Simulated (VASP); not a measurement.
# WSe2 in VASP: further runs

Runs on WSe2. Level: r2SCAN. Tasks: single point.

Everything below comes from runs of VASP 6.6.1. Logs are shortened: lines on timing, memory, paths and dates and some standing lists are left out, and cuts for length are marked.

## Step 1: The cell of the first run

The cell holds a slab with vacuum, 9 atoms: a = 3.314 Å, b = 3.314 Å, c = 29.800 Å, α = 90.00°, β = 90.00°, γ = 120.00°.

## Step 2: Single point, r2SCAN (atoms displaced along a vibrational mode)

POSCAR

```
WSe2
1.0
    3.3144241466      0.0000000000      0.0000000000
   -1.6572120733      2.8703755099      0.0000000000
    0.0000000000      0.0000000000     29.8000909728
W Se
3 6
Direct
    0.6666666667      0.3333333333      0.0033556945
    0.3333333333      0.6666666667      0.7682616654
    0.3333333333      0.6666666667      0.2283826066
    0.3333333333      0.6666666667      0.0591131082
    0.6666666667      0.3333333333      0.8240659228
    0.6666666667      0.3333333333      0.2841114740
    0.3333333333      0.6666666667      0.9475660564
    0.6666666667      0.3333333333      0.7125139672
    0.6666666667      0.3333333333      0.1726295494
```

INCAR.step1

```
  ALGO = Normal
  EDIFF = 1E-4
  ENCUT = 520
  GGA = PE
  ISMEAR = 0
  LASPH = True
  LCHARG = False
  LREAL = False
  LWAVE = True
  NBANDS = 49
  NELM = 60
  PREC = Accurate
  SIGMA = 0.05
```

INCAR.step2

```
  ALGO = Normal
  EDIFF = 1E-7
  ENCUT = 520
  ISIF = 2
  ISMEAR = 0
  ISTART = 1
  LASPH = True
  LCHARG = True
  LELF = True
  LMIXTAU = True
  LREAL = False
  LVHAR = True
  LWAVE = False
  METAGGA = R2SCAN
  NBANDS = 49
  NELM = 60
  PREC = Accurate
  SIGMA = 0.05
```

KPOINTS

```
k-points
0
Gamma
  12 12 1
```

Potentials or basis: VASP PAW PBE potentials, release 64 (W_sv, Se).

The run is started by

```
cat potpaw_PBE.64/W_sv/POTCAR potpaw_PBE.64/Se/POTCAR > POTCAR
cp INCAR.step1 INCAR
mpirun -np 1 vasp_std > vasp.out
cp INCAR.step2 INCAR
mpirun -np 1 vasp_std > vasp.out
```

OUTCAR:

```text
EDIFF = 1E-7
   ENCUT = 520
   ISIF = 2
   ISMEAR = 0
   ISTART = 1
   LASPH = True
   LREAL = False
   METAGGA = R2SCAN
   NELM = 60
   PREC = Accurate

 ion  position               nearest neighbor table
   1  0.667  0.333  0.003-   4 2.53   4 2.53   4 2.53   7 2.53   7 2.53   7 2.53
   2  0.333  0.667  0.768-   8 2.53   8 2.53   8 2.53   5 2.54   5 2.54   5 2.54
   3  0.333  0.667  0.228-   6 2.53   6 2.53   6 2.53   9 2.53   9 2.53   9 2.53
   4  0.333  0.667  0.059-   1 2.53   1 2.53   1 2.53
   5  0.667  0.333  0.824-   2 2.54   2 2.54   2 2.54
   6  0.667  0.333  0.284-   3 2.53   3 2.53   3 2.53
   7  0.333  0.667  0.948-   1 2.53   1 2.53   1 2.53
   8  0.667  0.333  0.713-   2 2.53   2 2.53   2 2.53
   9  0.667  0.333  0.173-   3 2.53   3 2.53   3 2.53

  LATTYP: Found a hexagonal cell.
 ALAT       =     3.3144241466
 C/A-ratio  =     8.9910312183

  Lattice vectors:

 A1 = (   3.3144241466,   0.0000000000,   0.0000000000)
 A2 = (  -1.6572120733,   2.8703755099,   0.0000000000)
 A3 = (   0.0000000000,   0.0000000000,  29.8000909728)

Analysis of symmetry for initial positions (statically):
=====================================================================
 Subroutine PRICEL returns:
 Original cell was already a primitive cell.

 Routine SETGRP: Setting up the symmetry group for a
 hexagonal supercell.

 Subroutine GETGRP returns: Found  6 space group operations
 (whereof  6 operations were pure point group operations)
 out of a pool of 24 trial point group operations.

The static configuration has the point symmetry C_3v.

Analysis of symmetry for dynamics (positions and initial velocities):
=====================================================================
 Subroutine PRICEL returns:
 Original cell was already a primitive cell.

 Routine SETGRP: Setting up the symmetry group for a
 hexagonal supercell.

 Subroutine GETGRP returns: Found  6 space group operations
 (whereof  6 operations were pure point group operations)
 out of a pool of 24 trial point group operations.

The dynamic configuration has the point symmetry C_3v.

 Subroutine INISYM returns: Found  6 space group operations
 (whereof  6 operations are pure point group operations),
 and found     1 'primitive' translations

----------------------------------------------------------------------------------------

                                     Primitive cell

  volume of cell :     283.5074

  direct lattice vectors                    reciprocal lattice vectors
     3.314424147  0.000000000  0.000000000     0.301711536  0.174193236  0.000000000
    -1.657212073  2.870375510  0.000000000     0.000000000  0.348386473  0.000000000
     0.000000000  0.000000000 29.800090973     0.000000000  0.000000000  0.033556945

  length of vectors
     3.314424147  3.314424147 29.800090973     0.348386473  0.348386473  0.033556945

  position of ions in fractional coordinates (direct lattice)
     0.666666667  0.333333333  0.003355695
     0.333333333  0.666666667  0.768261665
     0.333333333  0.666666667  0.228382607
     0.333333333  0.666666667  0.059113108
     0.666666667  0.333333333  0.824065923
     0.666666667  0.333333333  0.284111474
     0.333333333  0.666666667  0.947566056
     0.666666667  0.333333333  0.712513967
     0.666666667  0.333333333  0.172629549

  ion indices of the primitive-cell ions
   primitive index   ion index
                 1           1
                 2           2
                 3           3
                 4           4
                 5           5
                 6           6
                 7           7
                 8           8
                 9           9

----------------------------------------------------------------------------------------

 KPOINTS: k-points

Automatic generation of k-mesh.
 Grid dimensions read from file:
 generate k-points for:   12   12    1

 Generating k-lattice:

  Cartesian coordinates                     Fractional coordinates (reciprocal lattice)
     0.025142628  0.014516103  0.000000000     0.083333333  0.000000000  0.000000000
     0.000000000  0.029032206  0.000000000     0.000000000  0.083333333  0.000000000
     0.000000000  0.000000000  0.033556945     0.000000000  0.000000000  1.000000000

  Length of vectors
     0.029032206  0.029032206  0.033556945

  Shift w.r.t. Gamma in fractional coordinates (k-lattice)
     0.000000000  0.000000000  0.000000000

 Subroutine IBZKPT returns following result:
 ===========================================

 Found     19 irreducible k-points:

 Following reciprocal coordinates:
            Coordinates               Weight
  0.000000  0.000000  0.000000      1.000000
  0.083333 -0.000000  0.000000      6.000000
  0.166667 -0.000000  0.000000      6.000000
  0.250000 -0.000000  0.000000      6.000000
  0.333333 -0.000000  0.000000      6.000000
  0.416667 -0.000000  0.000000      6.000000
[... 11 lines left out ...]
  0.333333  0.250000  0.000000     12.000000
  0.333333  0.333333  0.000000      2.000000
   k-points           NKPTS =     19   k-points in BZ     NKDIM =     19   number of bands    NBANDS=     49
   number of dos      NEDOS =    301   number of ions     NIONS =      9
   total plane-waves  NPLWV = 175616
   dimension x,y,z NGX =    28 NGY =   28 NGZ =  224
   dimension x,y,z NGXF=    56 NGYF=   56 NGZF=  448
   ions per type =               3   6
   NGX,Y,Z   is equivalent  to a cutoff of  14.04, 14.04, 12.50 a.u.
   NGXF,Y,Z  is equivalent  to a cutoff of  28.09, 28.09, 24.99 a.u.
 SYSTEM =  unknown system
   PREC   = accura    normal or accurate (medium, high low for compatibility)
   ISTART =      1    job   : 0-new  1-cont  2-samecut
   ICHARG =      0    charge: 1-file 2-atom 10-const
   ISPIN  =      1    spin polarized calculation?
   LNONCOLLINEAR =      F non collinear calculations
   LSORBIT =      F    spin-orbit coupling
   LASPH  =      T    aspherical Exc in radial PAW
   ENCUT  =  520.0 eV  38.22 Ry    6.18 a.u.   6.16  6.16 55.41*2*pi/ulx,y,z
   NELM   =     60;   NELMIN=  2; NELMDL=  0     # of ELM steps
   EDIFF  = 0.1E-06   stopping-criterion for ELM
   LREAL  =      F    real-space projection
   EDIFFG = 0.1E-05   stopping-criterion for IOM
   NSW    =      0    number of steps for IOM
   IBRION =     -1    ionic relax: 0-MD 1-quasi-New 2-CG
   NFREE  =      0    steps in history (QN), initial steepest desc. (CG)
   ISIF   =      2    stress and relaxation
   ISYM   =      2    0-nonsym 1-usesym 2-fastsym
   POTIM  = 0.5000    time-step for ionic-motion
   TEBEG  =    0.0;   TEEND  =   0.0 temperature during run
   PSTRESS=    0.0 pullay stress
   NELECT =      78.0000    total number of electrons
   NUPDOWN=      -1.0000    fix difference up-down
   EMIN   =  10.00;   EMAX   =-10.00  energy-range for DOS
   EFERMI =   0.00;   METHOD = LEGACY
   ISMEAR =     0;   SIGMA  =   0.05  broadening in eV -4-tet -1-fermi 0-gaus
   EFERMI_NEDOS =   21; number of points for ismear=-14 and -15
   IALGO  =     38    algorithm
   IMIX   =      4    mixing-type and parameters
     AMIX     =   0.40;   BMIX     =  1.00
     AMIX_MAG =   1.60;   BMIX_MAG =  1.00
  volume/ion in A,a.u.               =      31.50       212.58
  Fermi-wavevector in a.u.,A,eV,Ry     =   1.064760  2.012104 15.425102  1.133713
  Thomas-Fermi vector in A             =   2.200289
   LORBIT       =      0    0 simple, 1 ext, 2 COOP (PROOUT), +10 PAW based schemes
   METAGGA = R2SCAN    functional components
   LHFCALC =     F    Hartree Fock is set to
   AEXX    =    0.0000 exact exchange contribution
   IVDW    =     0    specifies the selected vdW correction
   LEPSILON=     F    determine dielectric tensor
   LRPA    =     F    only Hartree local field effects (RPA)
 non-spin polarized calculation
 Gauss-broadening in eV      SIGMA  =   0.05
  energy-cutoff  :      520.00
  volume of cell :      283.51
 maximum number of plane-waves:      7692
 NGX is ok and might be reduce to    28
   NGX = 13   NGY = 13   NGZ =111

 number of electron      78.0000004 magnetization

 Free energy of the ion-electron system (eV)
  ---------------------------------------------------
  ext. energy  EPLUGINS =         0.00000000
  ---------------------------------------------------
  free energy    TOTEN  =      -245.34064871 eV

  energy without entropy =     -245.34064871  energy(sigma->0) =     -245.34064871

 E-fermi :   2.3788     XC(G=0):  -7.7121

 val. band max:        1.9515358670   @ k =   0.0000   0.0000   0.0000
 cond. band min:       3.4401112584   @ k =   0.3333   0.3333   0.0000
 fundamental gap:      1.4885753913
 Fermi energy:         2.3787564931

 k-point     1 :       0.0000    0.0000    0.0000
  band No.  band energies     occupation
      1     -74.2056      2.00000
      2     -74.2046      2.00000
      3     -74.2043      2.00000
      4     -37.7841      2.00000
      5     -37.7830      2.00000
      6     -37.7822      2.00000
[... 41 lines left out ...]
     48       5.0699      0.00000
     49       5.0784      0.00000

 k-point     2 :       0.0833   -0.0000    0.0000
  band No.  band energies     occupation
      1     -74.2049      2.00000
      2     -74.2038      2.00000
      3     -74.2035      2.00000
      4     -37.7810      2.00000
      5     -37.7800      2.00000
      6     -37.7792      2.00000
[... 41 lines left out ...]
     48       4.9645      0.00000
     49       5.0666      0.00000

 k-point     3 :       0.1667   -0.0000    0.0000
  band No.  band energies     occupation
      1     -74.2029      2.00000
      2     -74.2019      2.00000
      3     -74.2016      2.00000
      4     -37.7727      2.00000
      5     -37.7716      2.00000
      6     -37.7708      2.00000
[... 41 lines left out ...]
     48       4.7298      0.00000
     49       5.4863      0.00000

 k-point     4 :       0.2500   -0.0000    0.0000
  band No.  band energies     occupation
      1     -74.2003      2.00000
      2     -74.1992      2.00000
      3     -74.1989      2.00000
      4     -37.7973      2.00000
      5     -37.7969      2.00000
      6     -37.7956      2.00000
[... 717 lines left out ...]
     48       5.2558      0.00000
     49       6.4220      0.00000

 k-point    18 :       0.3333    0.2500    0.0000
  band No.  band energies     occupation
      1     -74.1939      2.00000
      2     -74.1929      2.00000
      3     -74.1926      2.00000
      4     -37.8717      2.00000
      5     -37.8714      2.00000
      6     -37.8700      2.00000
[... 41 lines left out ...]
     48       5.3113      0.00000
     49       6.6154      0.00000

 k-point    19 :       0.3333    0.3333    0.0000
  band No.  band energies     occupation
      1     -74.1936      2.00000
      2     -74.1926      2.00000
      3     -74.1923      2.00000
      4     -37.8540      2.00000
      5     -37.8536      2.00000
      6     -37.8522      2.00000
[... 41 lines left out ...]
     48       5.5011      0.00000
     49       6.9112      0.00000

------------------------ aborting loop because EDIFF is reached ----------------------------------------

  FORCE on cell =-STRESS in cart. coord.  units (eV):
  Direction    XX          YY          ZZ          XY          YZ          ZX
  --------------------------------------------------------------------------------------
  -------------------------------------------------------------------------------------
  Total        0.3860435      0.3860435      0.4329988      0.0000000      0.0000000      0.0000000
  in kB        2.1816366      2.1816366      2.4469939      0.0000000      0.0000000      0.0000000
  external PRESSURE =       2.2700890 kB  Pullay stress =       0.0000000 kB

 VOLUME and BASIS-vectors are now :
 -----------------------------------------------------------------------------
  energy-cutoff  :      520.00
  volume of cell :      283.51
      direct lattice vectors                 reciprocal lattice vectors
     3.314424147  0.000000000  0.000000000     0.301711536  0.174193236  0.000000000
    -1.657212073  2.870375510  0.000000000     0.000000000  0.348386473  0.000000000
     0.000000000  0.000000000 29.800090973     0.000000000  0.000000000  0.033556945

 POSITION                                       TOTAL-FORCE (eV/Angst)
 -----------------------------------------------------------------------------------
      1.65721      0.95679      0.10000        -0.000000      0.000000     -0.028339
     -0.00000      1.91358     22.89427         0.000000      0.000000      0.012896
     -0.00000      1.91358      6.80582         0.000000     -0.000000      0.016322
     -0.00000      1.91358      1.76158        -0.000000     -0.000000      0.022032
      1.65721      0.95679     24.55724        -0.000000      0.000000      0.040845
      1.65721      0.95679      8.46655         0.000000      0.000000      0.046458
     -0.00000      1.91358     28.23755         0.000000      0.000000     -0.047289
      1.65721      0.95679     21.23298        -0.000000     -0.000000     -0.035129
      1.65721      0.95679      5.14438        -0.000000      0.000000     -0.027795
 -----------------------------------------------------------------------------------
    total drift:                                0.000001     -0.000000     -0.000714

  FREE ENERGIE OF THE ION-ELECTRON SYSTEM (eV)
  ---------------------------------------------------
  free  energy   TOTEN  =      -245.3406487147 eV

  energy  without entropy=     -245.3406487147  energy(sigma->0) =     -245.34064871
```

It took 16 min on 1 thread of Intel Xeon 6975P-C (Granite Rapids), shared host; peak memory 0.57 GiB.

Results:

- Free energy: -245.3406 eV
- Largest force: 0.047 eV/Å
- Band gap on the k mesh: 1.49 eV (least direct gap 1.60 eV)

Forces in eV/Å, atoms in the order of the input:
```
W    0.000  0.000 -0.028
W    0.000  0.000  0.013
W    0.000  0.000  0.016
Se   0.000  0.000  0.022
Se   0.000  0.000  0.041
Se   0.000  0.000  0.046
Se   0.000  0.000 -0.047
Se   0.000  0.000 -0.035
Se   0.000  0.000 -0.028
```

Caveat: the cell differs from its parent crystal (atoms displaced along a vibrational mode); the PAW data sets were made with another functional, which shifts forces and pressure a little; spin-orbit coupling is left out, which moves the levels of the heavy elements.

[end of part 1 of 2]
